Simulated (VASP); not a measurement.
MnPt: single point with LDA

The system is MnPt.

```
Mn Pt
1.0
     2.76180    0.00000    0.00000
     0.00000    2.76180    0.00000
     0.00000    0.00000    3.56618
Mn Pt
1 1
Cartesian
  0.0000 0.0000 0.0000
  1.3809 1.3809 1.7831
```

```yaml
Program: VASP 6.6.1
Task: single point
Functional: LDA
Potentials_or_basis: VASP PAW LDA potentials, release 64 (Mn_pv, Pt)
Cutoff: 520 eV
k_mesh: 16 × 16 × 12
Occupations: gaussian, width 0.05 eV
Spin: collinear spin, ferromagnetic start
Starting_moments: "[3.5, 0.0] μB"
```

```json
{
  "Pressure": "-1.5 GPa",
  "Net moment": "3.48 μB per cell",
  "Site moments": "Mn +3.10; Pt +0.25 μB",
  "Valence electrons inside the program's atomic spheres": "Mn 11.67; Pt 9.50"
}
```

Stress tensor (GPa, compression positive):
```
-1.93  0.00  0.00
 0.00 -1.93  0.00
 0.00  0.00 -0.70
```

Levels at points of the mesh, in eV from the Fermi level:
Spin up:
```csv
k point,band 10,band 11,band 12,band 13,band 14,band 15,band 16,band 17
"(0.00, 0.00, 0.00)",-1.89,-1.01,-0.12,0.29,0.29,3.13,10.97,10.97
"(0.50, 0.00, 0.00)",-2.77,-1.97,-1.71,-1.25,0.88,1.58,11.57,11.62
"(0.50, 0.50, 0.00)",-0.11,0.12,0.48,0.48,1.18,1.18,7.38,10.51
"(0.00, 0.00, 0.50)",-2.54,-1.57,-1.52,-1.52,-1.23,-0.87,15.69,16.01
"(0.50, 0.00, 0.50)",-0.63,-0.60,-0.41,-0.25,0.08,0.17,4.99,7.69
"(0.50, 0.50, 0.50)",-1.82,-1.28,-0.24,0.13,7.18,7.18,7.67,8.32
```
Spin down:
```tsv
k point	band 6	band 7	band 8	band 9	band 10	band 11	band 12	band 13	band 14	band 15
(0.00, 0.00, 0.00)	-5.98	-2.72	-2.72	-1.27	-0.05	1.25	2.27	2.37	2.37	3.58
(0.50, 0.00, 0.00)	-4.53	-3.45	-2.83	-1.80	-0.70	-0.52	0.86	1.32	1.87	3.46
(0.50, 0.50, 0.00)	-5.17	-5.17	0.38	1.33	1.62	1.62	2.35	2.54	2.54	2.71
(0.00, 0.00, 0.50)	-4.85	-2.37	-2.37	-2.32	-1.05	-0.91	0.94	0.94	0.98	1.93
(0.50, 0.00, 0.50)	-3.35	-2.81	-2.65	-0.29	-0.15	0.29	0.75	2.25	2.31	2.38
(0.50, 0.50, 0.50)	-4.89	-1.86	-1.62	-1.22	-1.22	0.39	1.56	2.72	7.82	8.15
```

Run time: 3.5 min on 1 thread of Intel(R) Xeon(R) 6975P-C (Granite Rapids) (shared host), peak memory 0.38 GiB.

Caveat: spin-orbit coupling is left out, which moves the levels of the heavy elements.
